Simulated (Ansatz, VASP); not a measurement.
One calculation of NiO2, two programs

The input INCAR:

```
SYSTEM = NiO2
PREC     = Accurate       ! precision mode
ENCUT    = 520            ! plane-wave cutoff, eV
EDIFF    = 1E-7           ! SCF threshold, eV
ISMEAR   = 0              ! smearing method
SIGMA    = 0.05           ! smearing width, eV
LREAL    = .FALSE.        ! projectors in reciprocal space
LASPH    = .TRUE.         ! aspherical terms in the spheres
NELM     = 100            ! most SCF steps
ALGO     = Normal         ! electronic algorithm
ISIF     = 2              ! what is computed and relaxed
LWAVE    = .FALSE.        ! write WAVECAR
LCHARG   = .TRUE.         ! write CHGCAR
GGA      = PS             ! functional
LELF     = .TRUE.         ! ELF
LVHAR    = .TRUE.       
NBANDS   = 18             ! bands
```

File KPOINTS:

```
Automatic mesh
0
G
  12 12 6
  0 0 0
```

The input POSCAR:

```
NiO2
1.0
    2.8221285779      0.0000000000      0.0000000000
   -1.4110642890      2.4440350412      0.0000000000
    0.0000000000      0.0000000000      4.8391038725
Ni O
1 2
Direct
    0.0000000000      0.0000000000      0.5000000000
    0.6666666667      0.3333333333      0.6750910825
    0.3333333333      0.6666666667      0.3249089175
```

Input for Ansatz:

```yaml
crystal:
  lattice:
    - [2.8221285779, 0.0, 0.0]
    - [-1.411064289, 2.4440350412, 0.0]
    - [0.0, 0.0, 4.8391038725]
  atoms:
    - { symbol: Ni, position: [0.0, 0.0, 0.5] }
    - { symbol: O, position: [0.6666666667, 0.3333333333, 0.6750910825] }
    - { symbol: O, position: [0.3333333333, 0.6666666667, 0.3249089175] }
basis:
  ecutwfc: 520.0
kpoints:
  mp_grid: { grid: [12, 12, 6] }
hamiltonian:
  xc: pbesol
scf:
  occupations: { method: gaussian, width: 0.05 }
output:
  forces: true
  stress: true
  eigenvalues: true
```

Alike in both runs: task single point; functional PBEsol; k mesh 12 × 12 × 6; occupations gaussian, width 0.05 eV; no spin polarisation.

|  | VASP | Ansatz |
| --- | --- | --- |
| version | VASP 6.6.1 | Ansatz 0.2.0 |
| potentials or method | VASP PAW PBE potentials, release 64 (Ni, O), cutoff 520 eV | scalar-relativistic, plane waves, PAW |
| valence electrons in the cell | 22 | 30 |

Ansatz gave:

| Property | Result |
| --- | --- |
| gap on the k mesh at the Fermi level (eV) | 0.98 |
| least direct gap on the mesh (eV) | 1.40 |
| pressure (GPa) | 6.2 |
| traceless stress, the component that is largest in VASP (GPa) | 4.65 |
| rms of the force components (eV/Å) | 0.631 |

Estimate VASP's values.

gap on the k mesh at the Fermi level (eV): 0.96; least direct gap on the mesh (eV): 1.36; pressure (GPa): 6.9; traceless stress, the component that is largest in VASP (GPa): 4.09; rms of the force components (eV/Å): 0.655.

VASP's potentials were made for PBE, not for PBEsol. Atom by atom the forces differ by 0.023 eV/Å (rms over components). VASP's potentials hold 22 valence electrons a cell and Ansatz's 30, so a difference there can come from the potentials and not from the codes.
